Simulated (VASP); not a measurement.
Input of a VASP 6.6.1 run:

The input INCAR:

```
PREC = Accurate ; ENCUT = 520
EDIFF = 1E-7 ; ISMEAR = 0
SIGMA = 0.1 ; LREAL = False
LASPH = True ; NELM = 100
ALGO = Normal ; ISIF = 2
LWAVE = False ; LCHARG = True
GGA = PE ; LELF = True
LVHAR = True ; NBANDS = 26
```

KPOINTS

```
Automatic mesh
0
Gamma
  12 12 8
```

POSCAR

```
Ta2As3
1.0
    4.6411563013      0.0000000000      0.0000000000
   -2.3205781506      4.0193592598      0.0000000000
    0.0000000000      0.0000000000      5.1863764344
Ta As
2 3
Direct
    0.3333333333      0.6666666667      0.1313947553
    0.6666666667      0.3333333333      0.8686052447
    0.0000000000      0.0000000000      0.0000000000
    0.3333333333      0.6666666667      0.6374703413
    0.6666666667      0.3333333333      0.3625296587
```

Potentials or basis: VASP PAW PBE potentials, release 64 (Ta_pv, As).

The run is started by

```sh
$ cat potpaw_PBE.64/Ta_pv/POTCAR potpaw_PBE.64/As/POTCAR > POTCAR
$ mpirun -np 1 vasp_std > vasp.out
```

Task: Predict the pressure.

Result: 0.2 GPa.

Task: Estimate the largest force.

Result: 0.014 eV/Å.

Stress tensor (GPa, compression positive):
```
0.21 0.00 0.00
0.00 0.21 0.00
0.00 0.00 0.31
```
